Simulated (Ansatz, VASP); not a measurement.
# CuI: VASP beside Ansatz

INCAR

```
SYSTEM = CuI
ALGO = Normal
EDIFF = 1E-6
EDIFFG = -0.03
ENCUT = 600
GGA = RP
IBRION = 2
ISIF = 3
ISMEAR = 0
LASPH = .TRUE.
LCHARG = .FALSE.
LREAL = .FALSE.
LWAVE = .FALSE.
NELM = 100
NSW = 60
PREC = Accurate
SIGMA = 0.01
```

Contents of KPOINTS:

```
k-points
0
G
  6 6 6
  0 0 0
```

File POSCAR:

```
CuI
1.0
    4.2871880000      0.0000000000      0.0000000000
    2.1435940000      3.7128137188      0.0000000000
    2.1435940000      1.2376045729      3.5004743438
Cu I
1 1
Direct
    0.2500000000      0.2500000000      0.2500000000
    0.0000000000      0.0000000000      0.0000000000
```

Input for Ansatz:

```yaml
crystal:
  lattice:
    a: 4.287188
    b: 4.287188
    c: 4.287188
    alpha: 60.0
    beta: 60.0
    gamma: 60.0
  atoms:
    - { symbol: Cu, position: [0.25, 0.25, 0.25] }
    - { symbol: I, position: [0.0, 0.0, 0.0] }
basis:
  ecutwfc: 625.861883657724
kpoints:
  mp_grid:
    grid: [6, 6, 6]
hamiltonian:
  xc: rpbe
  dispersion: none
scf:
  occupations:
    method: fixed
relax:
  f_tol: 0.03
  max_steps: 40
  cell: {}
```

Alike in both runs: task relaxation of cell and atoms; functional RPBE; k mesh 6 × 6 × 6; no spin polarisation.

```csv
,VASP,Ansatz
version,VASP 6.6.1,Ansatz 0.2.0
potentials or method,"VASP PAW PBE potentials, release 64 (Cu, I), cutoff 600 eV","plane waves, PAW"
occupations,"gaussian, width 0.01 eV",fixed
valence electrons in the cell,18,36
```

```tsv
	VASP	Ansatz	Ansatz less VASP
relaxed volume (Å³/atom)	29.88	29.68	-0.197
relaxed length of the cell vector where the two differ most in proportion (Å)	4.389	4.379	-0.0097
```

VASP's potentials were made for PBE, not for RPBE. VASP's potentials hold 18 valence electrons a cell and Ansatz's 36, so a difference there can come from the potentials and not from the codes.

Spin-orbit coupling is off throughout.
